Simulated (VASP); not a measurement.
# KAg6As (R-3m) in VASP: single point with r2SCAN

Aim: the single point of KAg6As with r2SCAN.

Program: VASP 6.6.1. These are calculated values, not measurements. Logs are shortened: lines on timing, memory, paths and dates and some standing lists are left out, and cuts for length are marked.

**1. The cell of the first run**

The structure is trigonal, space group R-3m (No. 166). Conventional cell: a = 8.232 Å, b = 8.232 Å, c = 8.101 Å, α = 90.00°, β = 90.00°, γ = 120.00°. Within 2.8 Å of Ag (site symmetry m) lie 1 As at 2.03 Å and 2 Ag at 2.79 Å. Within 2.7 Å of As (site symmetry -3m) lie 6 Ag at 2.03 Å. Within 4.1 Å of K (site symmetry -3m) lie 12 Ag at 3.14 to 3.25 Å and 2 As at 4.05 Å.

**2. Single point, r2SCAN**

File POSCAR:

```
KAg6As
1.0
    4.1158280000      2.3762750000      2.7002230000
   -4.1158280000      2.3762750000      2.7002230000
    0.0000000000     -4.7525500000      2.7002230000
Ag As K
6 1 1
Direct
    0.2650000000      0.2650000000      0.9260000000
    0.9260000000      0.2650000000      0.2650000000
    0.2650000000      0.9260000000      0.2650000000
    0.0740000000      0.7350000000      0.7350000000
    0.7350000000      0.7350000000      0.0740000000
    0.7350000000      0.0740000000      0.7350000000
    0.0000000000      0.0000000000      0.0000000000
    0.5000000000      0.5000000000      0.5000000000
```

File INCAR.step1:

```
SYSTEM = KAg6As
  PREC = Accurate
  ENCUT = 520
  ISMEAR = 1
  SIGMA = 0.0103
  LREAL = .FALSE.
  LASPH = .TRUE.
  NELM = 100
  NBANDS = 50
  GGA = PE
  ALGO = Normal
  EDIFF = 1E-4
  LWAVE = .TRUE.
  LCHARG = .FALSE.
```

File INCAR.step2:

```
SYSTEM = KAg6As
  PREC = Accurate
  ENCUT = 520
  EDIFF = 1E-7
  ISMEAR = 1
  SIGMA = 0.0103
  LREAL = .FALSE.
  LASPH = .TRUE.
  NELM = 100
  ALGO = Normal
  ISIF = 2
  LWAVE = .FALSE.
  LCHARG = .TRUE.
  METAGGA = R2SCAN
  LMIXTAU = .TRUE.
  LELF = .TRUE.
  LVHAR = .TRUE.
  NBANDS = 50
  ISTART = 1
```

File KPOINTS:

```
regular mesh
0
G
  5 5 5
  0 0 0
```

Potentials or basis: VASP PAW PBE potentials, release 64 (Ag, As, K_sv).

Run with:

```
$ cat potpaw_PBE.64/Ag/POTCAR potpaw_PBE.64/As/POTCAR potpaw_PBE.64/K_sv/POTCAR > POTCAR
$ cp INCAR.step1 INCAR
$ mpirun -np 1 vasp_std > vasp.out
$ cp INCAR.step2 INCAR
$ mpirun -np 1 vasp_std > vasp.out
```

OUTCAR:

```text
SYSTEM = KAg6As
   PREC = Accurate
   ENCUT = 520
   EDIFF = 1E-7
   ISMEAR = 1
   LREAL = .FALSE.
   LASPH = .TRUE.
   NELM = 100
   ISIF = 2
   METAGGA = R2SCAN
   ISTART = 1

 ion  position               nearest neighbor table
   1  0.265  0.265  0.926-   7 2.03   3 2.79   2 2.79   4 2.94   6 2.94   8 3.14   4 3.15   6 3.15
                             8 3.25   5 3.31
   2  0.926  0.265  0.265-   7 2.03   3 2.79   1 2.79   5 2.94   6 2.94   8 3.14   5 3.15   6 3.15
                             8 3.25   4 3.31
   3  0.265  0.926  0.265-   7 2.03   2 2.79   1 2.79   5 2.94   4 2.94   8 3.14   5 3.15   4 3.15
                             8 3.25   6 3.31
   4  0.074  0.735  0.735-   7 2.03   6 2.79   5 2.79   1 2.94   3 2.94   8 3.14   1 3.15   3 3.15
                             8 3.25   2 3.31
   5  0.735  0.735  0.074-   7 2.03   6 2.79   4 2.79   2 2.94   3 2.94   8 3.14   2 3.15   3 3.15
                             8 3.25   1 3.31
   6  0.735  0.074  0.735-   7 2.03   4 2.79   5 2.79   1 2.94   2 2.94   8 3.14   1 3.15   2 3.15
                             8 3.25   3 3.31
   7  0.000  0.000  0.000-   2 2.03   3 2.03   4 2.03   6 2.03   5 2.03   1 2.03
   8  0.500  0.500  0.500-   2 3.14   3 3.14   4 3.14   6 3.14   5 3.14   1 3.14   4 3.25   6 3.25
                             3 3.25   2 3.25   5 3.25   1 3.25

  LATTYP: Found a trigonal (rhomboedric) cell.
 ALAT       =     5.4660705494
 COS(alpha) =    -0.1339501555

  Lattice vectors:

 A1 = (   4.1158280000,   2.3762750000,   2.7002230000)
 A2 = (  -4.1158280000,   2.3762750000,   2.7002230000)
 A3 = (   0.0000000000,  -4.7525500000,   2.7002230000)

Analysis of symmetry for initial positions (statically):
=====================================================================
 Subroutine PRICEL returns:
 Original cell was already a primitive cell.

 Routine SETGRP: Setting up the symmetry group for a
 trigonal (rhombohedral) supercell.

 Subroutine GETGRP returns: Found 12 space group operations
 (whereof 12 operations were pure point group operations)
 out of a pool of 12 trial point group operations.

The static configuration has the point symmetry D_3d.

Analysis of symmetry for dynamics (positions and initial velocities):
=====================================================================
 Subroutine PRICEL returns:
 Original cell was already a primitive cell.

 Routine SETGRP: Setting up the symmetry group for a
 trigonal (rhombohedral) supercell.

 Subroutine GETGRP returns: Found 12 space group operations
 (whereof 12 operations were pure point group operations)
 out of a pool of 12 trial point group operations.

[... 115 lines left out ...]
   TEBEG  =    0.0;   TEEND  =   0.0 temperature during run
   PSTRESS=    0.0 pullay stress
   NELECT =      80.0000    total number of electrons
   NUPDOWN=      -1.0000    fix difference up-down
   EMIN   =  10.00;   EMAX   =-10.00  energy-range for DOS
   EFERMI =   0.00;   METHOD = LEGACY
   ISMEAR =     1;   SIGMA  =   0.01  broadening in eV -4-tet -1-fermi 0-gaus
   EFERMI_NEDOS =   21; number of points for ismear=-14 and -15
   IALGO  =     38    algorithm
   IMIX   =      4    mixing-type and parameters
     AMIX     =   0.40;   BMIX     =  1.00
     AMIX_MAG =   1.60;   BMIX_MAG =  1.00
  volume/ion in A,a.u.               =      19.81       133.66
  Fermi-wavevector in a.u.,A,eV,Ry     =   1.303577  2.463403 23.120543  1.699312
  Thomas-Fermi vector in A             =   2.434569
   LORBIT       =      0    0 simple, 1 ext, 2 COOP (PROOUT), +10 PAW based schemes
   METAGGA = R2SCAN    functional components
   LHFCALC =     F    Hartree Fock is set to
   AEXX    =    0.0000 exact exchange contribution
   IVDW    =     0    specifies the selected vdW correction
   LEPSILON=     F    determine dielectric tensor
   LRPA    =     F    only Hartree local field effects (RPA)
 non-spin polarized calculation
 Methfessel and Paxton  Order N= 1 SIGMA  =   0.01
  energy-cutoff  :      520.00
  volume of cell :      158.45
 maximum number of plane-waves:      4297
 NGX is ok and might be reduce to    42
   NGX = 21   NGY = 21   NGZ = 21

 number of electron      80.0000002 magnetization

 Free energy of the ion-electron system (eV)
  ---------------------------------------------------
  ext. energy  EPLUGINS =         0.00000000
  ---------------------------------------------------
  free energy    TOTEN  =      -135.06333101 eV

  energy without entropy =     -135.06328295  energy(sigma->0) =     -135.06331499

 E-fermi :   6.5402     XC(G=0): -11.4842

 val. band max:        6.5357699247   @ k =   0.4000   0.2000   0.2000
 cond. band min:       6.5641018875   @ k =  -0.4000   0.2000   0.2000
 fundamental gap:      0.0283319628
 Fermi energy:         6.5401569799

 k-point     1 :       0.0000    0.0000    0.0000
  band No.  band energies     occupation
      1     -25.1624      2.00000
      2      -9.5885      2.00000
      3      -8.0502      2.00000
      4      -8.0398      2.00000
      5      -8.0398      2.00000
      6      -3.2104      2.00000
[... 996 lines left out ...]
     49      12.9851      0.00000
     50      13.2465      0.00000

------------------------ aborting loop because EDIFF is reached ----------------------------------------

  FORCE on cell =-STRESS in cart. coord.  units (eV):
  Direction    XX          YY          ZZ          XY          YZ          ZX
  --------------------------------------------------------------------------------------
  -------------------------------------------------------------------------------------
  Total       40.5568211     40.5568415     42.6132521     -0.0000000     -0.0000000      0.0000000
  in kB      410.0810403    410.0812461    430.8741734     -0.0000000     -0.0000000      0.0000000
  external PRESSURE =     417.0121533 kB  Pullay stress =       0.0000000 kB

 VOLUME and BASIS-vectors are now :
 -----------------------------------------------------------------------------
  energy-cutoff  :      520.00
  volume of cell :      158.45
      direct lattice vectors                 reciprocal lattice vectors
     4.115828000  2.376275000  2.700223000     0.121482239  0.070137786  0.123446594
    -4.115828000  2.376275000  2.700223000    -0.121482239  0.070137786  0.123446594
     0.000000000 -4.752550000  2.700223000     0.000000000 -0.140275571  0.123446594

 POSITION                                       TOTAL-FORCE (eV/Angst)
 -----------------------------------------------------------------------------------
      0.00000     -3.14144      3.93152         0.000000      8.366816      6.053176
      2.72056      1.57072      3.93152        -7.245874     -4.183408      6.053176
     -2.72056      1.57072      3.93152         7.245874     -4.183408      6.053176
     -2.72056     -1.57072      4.16914         7.245874      4.183408     -6.053176
      0.00000      3.14144      4.16914         0.000000     -8.366816     -6.053176
      2.72056     -1.57072      4.16914        -7.245874      4.183408     -6.053176
      0.00000      0.00000      0.00000         0.000000      0.000000     -0.000000
      0.00000      0.00000      4.05033         0.000000      0.000000     -0.000000
 -----------------------------------------------------------------------------------
    total drift:                               -0.000000     -0.000000      0.000000

  FREE ENERGIE OF THE ION-ELECTRON SYSTEM (eV)
  ---------------------------------------------------
  free  energy   TOTEN  =      -135.0633310088 eV

  energy  without entropy=     -135.0632829462  energy(sigma->0) =     -135.06331499
```

OUTCAR.step1:

```text
SYSTEM = KAg6As
   PREC = Accurate
   ENCUT = 520
   ISMEAR = 1
   LREAL = .FALSE.
   LASPH = .TRUE.
[... 1252 lines left out ...]
      2.72056     -1.57072      4.16914        -7.337248      4.236163     -6.109424
      0.00000      0.00000      0.00000        -0.000000     -0.000000      0.000000
      0.00000      0.00000      4.05033        -0.000000     -0.000000      0.000000
 -----------------------------------------------------------------------------------
    total drift:                               -0.000000     -0.000000      0.000000

  FREE ENERGIE OF THE ION-ELECTRON SYSTEM (eV)
  ---------------------------------------------------
  free  energy   TOTEN  =        -8.0784726718 eV

  energy  without entropy=       -8.0783759094  energy(sigma->0) =       -8.07844042
```

OSZICAR.step1:

```text
N       E                     dE             d eps       ncg     rms          rms(c)
DAV:   1     0.587583984601E+03    0.58758E+03   -0.40354E+04  1900   0.155E+03
DAV:   2     0.141737673603E+02   -0.57341E+03   -0.54790E+03  1944   0.375E+02
DAV:   3    -0.103417565272E+02   -0.24516E+02   -0.24011E+02  2478   0.754E+01
DAV:   4    -0.110563743438E+02   -0.71462E+00   -0.71059E+00  2680   0.912E+00
DAV:   5    -0.110716669797E+02   -0.15293E-01   -0.15290E-01  2334   0.927E-01    0.265E+01
DAV:   6    -0.826028533523E+01    0.28114E+01   -0.10490E+01  2118   0.193E+01    0.149E+01
DAV:   7    -0.812694665017E+01    0.13334E+00   -0.61600E-01  2052   0.291E+00    0.679E+00
DAV:   8    -0.807828550317E+01    0.48661E-01   -0.32152E-02  2326   0.758E-01    0.415E-01
DAV:   9    -0.807842033938E+01   -0.13484E-03   -0.32662E-03  2406   0.211E-01    0.157E-01
DAV:  10    -0.807847267178E+01   -0.52332E-04   -0.23152E-04  1580   0.783E-02
   1 F= -.80784727E+01 E0= -.80784404E+01  d E =-.967624E-04
```

Wall time 8.1 min (1 thread of Intel Xeon Platinum 8375C at 2.90GHz (Ice Lake), shared host); peak memory 0.36 GiB.

Results:

| Quantity | Value |
| --- | --- |
| Free energy | -135.0633 eV |
| Pressure | 41.7 GPa |
| Largest force | 10.327 eV/Å |
| Band gap on the k mesh | zero (bands 40 and 41 overlap by 1.20 eV) |

Forces in eV/Å, atoms in the order of the input:
```
Ag   0.000  8.367  6.053
Ag  -7.246 -4.183  6.053
Ag   7.246 -4.183  6.053
Ag   7.246  4.183 -6.053
Ag   0.000 -8.367 -6.053
Ag  -7.246  4.183 -6.053
As   0.000  0.000  0.000
K    0.000  0.000  0.000
```

Stress tensor (GPa, compression positive):
```
41.01  0.00  0.00
 0.00 41.01  0.00
 0.00  0.00 43.09
```

Caveat: the cell stands under pressure; the PAW data sets were made with another functional, which shifts forces and pressure a little.
